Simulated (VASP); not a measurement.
Set up this calculation in VASP 6.6.1, as the native input.

- Task: single point
- Functional: PBEsol
- Potentials or basis: VASP PAW PBE potentials, release 64 (Al, N)
- Cutoff: 520 eV
- k mesh: 10 × 10 × 10
- Occupations: gaussian, width 0.05 eV
- Spin: no spin polarisation
- Dipole correction: no
- Further INCAR settings: ALGO = Normal; EDIFF = 1e-06; NBANDS = 11

The structure of AlN lies in POSCAR:

```
AlN
1.0
   -0.1565474223      1.9105400197      1.9105400197
    1.9105400197     -0.1565474223      1.9105400197
    1.9105400197      1.9105400197     -0.1565474223
Al N
1 1
Direct
    0.5000000000      0.5000000000      0.5000000000
    0.0000000000      0.0000000000      0.0000000000
```

One way to write it, as run:

INCAR

```
SYSTEM = AlN
ALGO = Normal
EDIFF = 1E-6
ENCUT = 520
GGA = PS
ISIF = 2
ISMEAR = 0
LASPH = .True.
LCHARG = .False.
LREAL = .False.
LWAVE = .False.
NBANDS = 11
NELM = 80
PREC = Accurate
SIGMA = 0.05
```

KPOINTS

```
k-points
0
Gamma
  10 10 10
  0 0 0
```

Potentials or basis: VASP PAW PBE potentials, release 64 (Al, N).

The run is started by

```console
$ cat potpaw_PBE.64/Al/POTCAR potpaw_PBE.64/N/POTCAR > POTCAR
$ mpirun -np 1 vasp_std > vasp.out
```

Results of the run:

- Pressure: 17.1 GPa
- Band gap on the k mesh: 2.76 eV, indirect (least direct gap 4.95 eV)

Caveat: the PAW data sets were made with another functional, which shifts forces and pressure a little.

Run time: 9.9 s on 1 thread of Intel(R) Xeon(R) Platinum 8488C (Sapphire Rapids) (shared host), peak memory 0.13 GiB.
